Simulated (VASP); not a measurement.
# Te2Mo (R-3m) in VASP: notebook

Te2Mo is run at these levels: PBE, r2SCAN; tasks: single point.

All numbers are computed with VASP 6.6.1; they aren't measurements. Logs are shortened: lines on timing, memory, paths and dates and some standing lists are left out, and cuts for length are marked.

### 1 The cell of the first run

It takes space group R-3m (No. 166, trigonal). The conventional cell has a = 3.502 Å, b = 3.502 Å, c = 21.206 Å, α = 90.00°, β = 90.00°, γ = 120.00°. Mo (site symmetry -3m) has 6 Te at 2.73 Å and 6 Mo at 3.50 Å within 3.6 Å. Te (site symmetry 3m) has 3 Mo at 2.73 Å and 6 Te at 3.50 Å within 3.6 Å.

### 2 Single point, PBE

Input file INCAR:

```
SYSTEM = Te2Mo
ALGO = Normal
EDIFF = 1E-6
ENCUT = 500
GGA = PE
GGA_COMPAT = .FALSE.
ISIF = 2
ISMEAR = -1
LASPH = .TRUE.
LCHARG = .TRUE.
LELF = .TRUE.
LREAL = .FALSE.
LVHAR = .TRUE.
LWAVE = .FALSE.
NBANDS = 20
NELM = 120
PREC = Accurate
SIGMA = 0.02
```

Input file KPOINTS:

```
k-points
0
G
  8 8 8
  0 0 0
```

Input file POSCAR:

```
Te2Mo
1.0
    1.7509539884      1.0109137566      7.0687660163
   -1.7509539884      1.0109137566      7.0687660163
    0.0000000000     -2.0218275130      7.0687660163
Mo Te
1 2
Direct
    0.0000000000      0.0000000000      0.0000000000
    0.2465646677      0.2465646677      0.2465646677
    0.7534353323      0.7534353323      0.7534353323
```

Potentials or basis: VASP PAW PBE potentials, release 64 (Mo_sv, Te).

Started as:

```console
$ cat potpaw_PBE.64/Mo_sv/POTCAR potpaw_PBE.64/Te/POTCAR > POTCAR
$ mpirun -np 1 vasp_std > vasp.out
```

OUTCAR:

```text
SYSTEM = Te2Mo
   EDIFF = 1E-6
   ENCUT = 500
   GGA = PE
   ISIF = 2
   ISMEAR = -1
   LASPH = .TRUE.
   LREAL = .FALSE.
   NELM = 120
   PREC = Accurate

 ion  position               nearest neighbor table
   1  0.000  0.000  0.000-   3 2.73   2 2.73   3 2.73   3 2.73   2 2.73   2 2.73
   2  0.247  0.247  0.247-   1 2.73   1 2.73   1 2.73
   3  0.753  0.753  0.753-   1 2.73   1 2.73   1 2.73

  LATTYP: Found a trigonal (rhomboedric) cell.
 ALAT       =     7.3522268386
 COS(alpha) =     0.8865664125

  Lattice vectors:

 A1 = (   1.7509539884,   1.0109137566,   7.0687660163)
 A2 = (  -1.7509539884,   1.0109137566,   7.0687660163)
 A3 = (   0.0000000000,  -2.0218275130,   7.0687660163)

Analysis of symmetry for initial positions (statically):
=====================================================================
 Subroutine PRICEL returns:
 Original cell was already a primitive cell.

 Routine SETGRP: Setting up the symmetry group for a
 trigonal (rhombohedral) supercell.

 Subroutine GETGRP returns: Found 12 space group operations
 (whereof 12 operations were pure point group operations)
 out of a pool of 12 trial point group operations.

The static configuration has the point symmetry D_3d.

Analysis of symmetry for dynamics (positions and initial velocities):
=====================================================================
 Subroutine PRICEL returns:
 Original cell was already a primitive cell.

 Routine SETGRP: Setting up the symmetry group for a
 trigonal (rhombohedral) supercell.

 Subroutine GETGRP returns: Found 12 space group operations
 (whereof 12 operations were pure point group operations)
 out of a pool of 12 trial point group operations.

The dynamic configuration has the point symmetry D_3d.

 Subroutine INISYM returns: Found 12 space group operations
 (whereof 12 operations are pure point group operations),
 and found     1 'primitive' translations

----------------------------------------------------------------------------------------

                                     Primitive cell

  volume of cell :      75.0730

  direct lattice vectors                    reciprocal lattice vectors
     1.750953988  1.010913757  7.068766016     0.285558617  0.164867345  0.047155802
    -1.750953988  1.010913757  7.068766016    -0.285558617  0.164867345  0.047155802
     0.000000000 -2.021827513  7.068766016     0.000000000 -0.329734689  0.047155802

  length of vectors
     7.352226839  7.352226839  7.352226839     0.333089530  0.333089530  0.333089530

  position of ions in fractional coordinates (direct lattice)
     0.000000000  0.000000000  0.000000000
     0.246564668  0.246564668  0.246564668
     0.753435332  0.753435332  0.753435332

  ion indices of the primitive-cell ions
   primitive index   ion index
                 1           1
                 2           2
                 3           3

----------------------------------------------------------------------------------------

 KPOINTS: k-points

Automatic generation of k-mesh.
 Grid dimensions read from file:
 generate k-points for:    8    8    8

 Generating k-lattice:

  Cartesian coordinates                     Fractional coordinates (reciprocal lattice)
     0.035694827  0.020608418  0.005894475     0.125000000  0.000000000 -0.000000000
    -0.035694827  0.020608418  0.005894475     0.000000000  0.125000000 -0.000000000
     0.000000000 -0.041216836  0.005894475     0.000000000  0.000000000  0.125000000

  Length of vectors
     0.041636191  0.041636191  0.041636191

  Shift w.r.t. Gamma in fractional coordinates (k-lattice)
     0.000000000  0.000000000  0.000000000

 Subroutine IBZKPT returns following result:
 ===========================================

 Found     65 irreducible k-points:

 Following reciprocal coordinates:
            Coordinates               Weight
  0.000000  0.000000  0.000000      1.000000
  0.125000 -0.000000  0.000000      6.000000
  0.250000 -0.000000  0.000000      6.000000
  0.375000 -0.000000 -0.000000      6.000000
  0.500000 -0.000000  0.000000      3.000000
  0.125000  0.125000 -0.000000      6.000000
[... 16 lines left out ...]
  0.250000  0.125000  0.125000      6.000000
  0.375000  0.125000  0.125000      6.000000
 [... further k-points ...]
   k-points           NKPTS =     65   k-points in BZ     NKDIM =     65   number of bands    NBANDS=     20
   number of dos      NEDOS =    301   number of ions     NIONS =      3
   total plane-waves  NPLWV = 157464
   dimension x,y,z NGX =    54 NGY =   54 NGZ =   54
   dimension x,y,z NGXF=   108 NGYF=  108 NGZF=  108
   ions per type =               1   2
   NGX,Y,Z   is equivalent  to a cutoff of  12.21, 12.21, 12.21 a.u.
   NGXF,Y,Z  is equivalent  to a cutoff of  24.42, 24.42, 24.42 a.u.
 SYSTEM =  Te2Mo
   PREC   = accura    normal or accurate (medium, high low for compatibility)
   ISTART =      0    job   : 0-new  1-cont  2-samecut
   ICHARG =      2    charge: 1-file 2-atom 10-const
   ISPIN  =      1    spin polarized calculation?
   LNONCOLLINEAR =      F non collinear calculations
   LSORBIT =      F    spin-orbit coupling
   LASPH  =      T    aspherical Exc in radial PAW
   ENCUT  =  500.0 eV  36.75 Ry    6.06 a.u.  13.40 13.40 13.40*2*pi/ulx,y,z
   NELM   =    120;   NELMIN=  2; NELMDL= -5     # of ELM steps
   EDIFF  = 0.1E-05   stopping-criterion for ELM
   LREAL  =      F    real-space projection
   EDIFFG = 0.1E-04   stopping-criterion for IOM
   NSW    =      0    number of steps for IOM
   IBRION =     -1    ionic relax: 0-MD 1-quasi-New 2-CG
   NFREE  =      0    steps in history (QN), initial steepest desc. (CG)
   ISIF   =      2    stress and relaxation
   ISYM   =      2    0-nonsym 1-usesym 2-fastsym
   POTIM  = 0.5000    time-step for ionic-motion
   TEBEG  =    0.0;   TEEND  =   0.0 temperature during run
   PSTRESS=    0.0 pullay stress
   NELECT =      26.0000    total number of electrons
   NUPDOWN=      -1.0000    fix difference up-down
   EMIN   =  10.00;   EMAX   =-10.00  energy-range for DOS
   EFERMI =   0.00;   METHOD = LEGACY
   ISMEAR =    -1;   SIGMA  =   0.02  broadening in eV -4-tet -1-fermi 0-gaus
   EFERMI_NEDOS =   21; number of points for ismear=-14 and -15
   IALGO  =     38    algorithm
   IMIX   =      4    mixing-type and parameters
     AMIX     =   0.40;   BMIX     =  1.00
     AMIX_MAG =   1.60;   BMIX_MAG =  1.00
  volume/ion in A,a.u.               =      25.02       168.87
  Fermi-wavevector in a.u.,A,eV,Ry     =   1.149665  2.172552 17.983229  1.321730
  Thomas-Fermi vector in A             =   2.286334
   LORBIT       =      0    0 simple, 1 ext, 2 COOP (PROOUT), +10 PAW based schemes
   GGA     = PE    functional components
   LHFCALC =     F    Hartree Fock is set to
   AEXX    =    0.0000 exact exchange contribution
   IVDW    =     0    specifies the selected vdW correction
   LEPSILON=     F    determine dielectric tensor
   LRPA    =     F    only Hartree local field effects (RPA)
 non-spin polarized calculation
  energy-cutoff  :      500.00
  volume of cell :       75.07
 maximum number of plane-waves:      1931
 NGX is ok and might be reduce to    54
   NGX = 27   NGY = 27   NGZ = 27

 number of electron      25.9999999 magnetization

 Free energy of the ion-electron system (eV)
  ---------------------------------------------------
  ext. energy  EPLUGINS =         0.00000000
  ---------------------------------------------------
  free energy    TOTEN  =       -17.52589123 eV

  energy without entropy =      -17.52453421  energy(sigma->0) =      -17.52521272

 E-fermi :   8.5489     XC(G=0): -10.4590

 val. band max:        8.5407051602   @ k =  -0.1250   0.5000   0.1250
 cond. band min:       8.5744098769   @ k =   0.5000   0.3750   0.1250
 fundamental gap:      0.0337047166
 Fermi energy:         8.5489064494

 k-point     1 :       0.0000    0.0000    0.0000
  band No.  band energies     occupation
      1     -52.7125      2.00000
      2     -26.8295      2.00000
      3     -26.7711      2.00000
      4     -26.7711      2.00000
      5      -4.8814      2.00000
      6      -3.6648      2.00000
[... 12 lines left out ...]
     19      14.5411      0.00000
     20      16.8019      0.00000

 k-point     2 :       0.1250   -0.0000    0.0000
  band No.  band energies     occupation
      1     -52.7110      2.00000
      2     -26.8253      2.00000
      3     -26.7908      2.00000
      4     -26.7757      2.00000
      5      -4.6487      2.00000
      6      -3.5314      2.00000
[... 12 lines left out ...]
     19      15.3530      0.00000
     20      16.3102      0.00000

 k-point     3 :       0.2500   -0.0000    0.0000
  band No.  band energies     occupation
      1     -52.7074      2.00000
      2     -26.8384      2.00000
      3     -26.8148      2.00000
      4     -26.7869      2.00000
      5      -4.0009      2.00000
      6      -3.1567      2.00000
[... 12 lines left out ...]
     19      14.8881      0.00000
     20      16.1183      0.00000

 k-point     4 :       0.3750   -0.0000   -0.0000
  band No.  band energies     occupation
      1     -52.7038      2.00000
      2     -26.8852      2.00000
      3     -26.8044      2.00000
      4     -26.7980      2.00000
      5      -3.1771      2.00000
      6      -2.6292      2.00000
[... 12 lines left out ...]
     19      13.9970      0.00000
     20      14.3933      0.00000

 k-point     5 :       0.5000   -0.0000    0.0000
  band No.  band energies     occupation
      1     -52.7023      2.00000
      2     -26.9046      2.00000
      3     -26.8026      2.00000
      4     -26.8001      2.00000
      5      -2.7921      2.00000
      6      -2.2584      2.00000
[... 12 lines left out ...]
     19      13.6099      0.00000
     20      14.1166      0.00000
[... 353 lines left out ...]
      6      -2.4090      2.00000
[... 12 lines left out ...]
     19      13.1687      0.00000
     20      14.3923      0.00000

 k-point    22 :       0.1250    0.1250    0.1250
  band No.  band energies     occupation
      1     -52.7125      2.00000
      2     -26.8296      2.00000
      3     -26.7711      2.00000
      4     -26.7711      2.00000
      5      -4.8500      2.00000
      6      -3.7201      2.00000
[... 12 lines left out ...]
     19      14.6869      0.00000
     20      16.8433      0.00000

 k-point    23 :       0.2500    0.1250    0.1250
  band No.  band energies     occupation
      1     -52.7111      2.00000
      2     -26.8253      2.00000
      3     -26.7908      2.00000
      4     -26.7757      2.00000
      5      -4.5992      2.00000
      6      -3.6128      2.00000
[... 12 lines left out ...]
     19      15.3524      0.00000
     20      16.3589      0.00000

 k-point    24 :       0.3750    0.1250    0.1250
  band No.  band energies     occupation
      1     -52.7074      2.00000
      2     -26.8384      2.00000
      3     -26.8148      2.00000
      4     -26.7869      2.00000
      5      -3.9488      2.00000
      6      -3.2298      2.00000
[... 12 lines left out ...]
     19      15.0404      0.00000
     20      15.9191      0.00000

 [... further k-points ...]

------------------------ aborting loop because EDIFF is reached ----------------------------------------

  FORCE on cell =-STRESS in cart. coord.  units (eV):
  Direction    XX          YY          ZZ          XY          YZ          ZX
  --------------------------------------------------------------------------------------
  -------------------------------------------------------------------------------------
  Total        0.6080007      0.6080007      1.3701195      0.0000000      0.0000000      0.0000000
  in kB       12.9757054     12.9757054     29.2405353      0.0000000      0.0000000      0.0000000
  external PRESSURE =      18.3973154 kB  Pullay stress =       0.0000000 kB

 VOLUME and BASIS-vectors are now :
 -----------------------------------------------------------------------------
  energy-cutoff  :      500.00
  volume of cell :       75.07
      direct lattice vectors                 reciprocal lattice vectors
     1.750953988  1.010913757  7.068766016     0.285558617  0.164867345  0.047155802
    -1.750953988  1.010913757  7.068766016    -0.285558617  0.164867345  0.047155802
     0.000000000 -2.021827513  7.068766016     0.000000000 -0.329734689  0.047155802

 POSITION                                       TOTAL-FORCE (eV/Angst)
 -----------------------------------------------------------------------------------
      0.00000      0.00000      0.00000         0.000000     -0.000000     -0.000000
      0.00000      0.00000      5.22872        -0.000000     -0.000000     -0.259543
      0.00000      0.00000     15.97757        -0.000000      0.000000      0.259543
 -----------------------------------------------------------------------------------
    total drift:                               -0.000000      0.000000     -0.000000

  FREE ENERGIE OF THE ION-ELECTRON SYSTEM (eV)
  ---------------------------------------------------
  free  energy   TOTEN  =       -17.5258912340 eV

  energy  without entropy=      -17.5245342138  energy(sigma->0) =      -17.52521272
```

It took 9.6 min on 1 thread of Intel Xeon 8259CL, shared host; peak memory 0.43 GiB.

What came out:

```
Free energy            : -17.5259 eV
Pressure               : 1.8 GPa
Largest force          : 0.260 eV/Å
Band gap on the k mesh : 0.03 eV (least direct gap 0.12 eV)
```

Forces in eV/Å, atoms in the order of the input:
```
Mo   0.000  0.000  0.000
Te   0.000  0.000 -0.260
Te   0.000  0.000  0.260
```

Stress tensor (GPa, compression positive):
```
1.30 0.00 0.00
0.00 1.30 0.00
0.00 0.00 2.92
```

Caveat: spin-orbit coupling is left out, which moves the levels of the heavy elements. A k mesh can miss the band edges.

### 3 Single point, r2SCAN

POSCAR is that of step 2.

Input file INCAR.step1:

```
SYSTEM = Te2Mo
PREC = Accurate
ENCUT = 550
ISMEAR = -1
SIGMA = 0.02
LREAL = .False.
LASPH = .True.
NELM = 120
NBANDS = 20
GGA = PE
ALGO = Normal
EDIFF = 1E-5
LWAVE = .True.
LCHARG = .False.
GGA_COMPAT = .False.
```

Input file INCAR.step2:

```
SYSTEM = Te2Mo
PREC = Accurate
ENCUT = 550
EDIFF = 1E-6
ISMEAR = -1
SIGMA = 0.02
LREAL = .False.
LASPH = .True.
NELM = 120
ALGO = Normal
ISIF = 2
LWAVE = .False.
LCHARG = .False.
METAGGA = R2SCAN
LMIXTAU = .True.
NBANDS = 20
ISTART = 1
GGA_COMPAT = .False.
```

Input file KPOINTS:

```
Automatic mesh
0
Gamma
  8 8 8
  0 0 0
```

Potentials or basis: VASP PAW PBE potentials, release 64 (Mo_sv, Te).

Started as:

```console
$ cat potpaw_PBE.64/Mo_sv/POTCAR potpaw_PBE.64/Te/POTCAR > POTCAR
$ cp INCAR.step1 INCAR
$ mpirun -np 1 vasp_std > vasp.out
$ cp INCAR.step2 INCAR
$ mpirun -np 1 vasp_std > vasp.out
```

Wall time 39 min (1 thread of Intel Xeon 8259CL, shared host); peak memory 0.54 GiB.

Results (log left out):

- Free energy: -77.2716 eV
- Pressure: 1.3 GPa
- Band gap on the k mesh: 0.05 eV (least direct gap 0.09 eV)

Levels at points of the mesh, in eV from the valence-band top:
```
           k point  band 10  band 11  band 12  band 13  band 14  band 15  band 16  band 17
(0.00, 0.00, 0.00)    -1.60    -1.28    -0.80    -0.80     1.53     1.53     3.68     3.68
(0.50, 0.00, 0.00)    -3.13    -2.49    -1.85    -0.59     0.79     1.35     2.84     2.84
(0.50, 0.50, 0.00)    -3.03    -2.62    -2.04    -0.94     0.79     1.11     3.47     3.49
(0.50, 0.50, 0.50)    -2.60    -0.80    -0.80    -0.55     1.33     1.33     3.91     3.91
```

Caveat: the PAW data sets were made with another functional, which shifts forces and pressure a little; spin-orbit coupling is left out, which moves the levels of the heavy elements. A k mesh can miss the band edges.
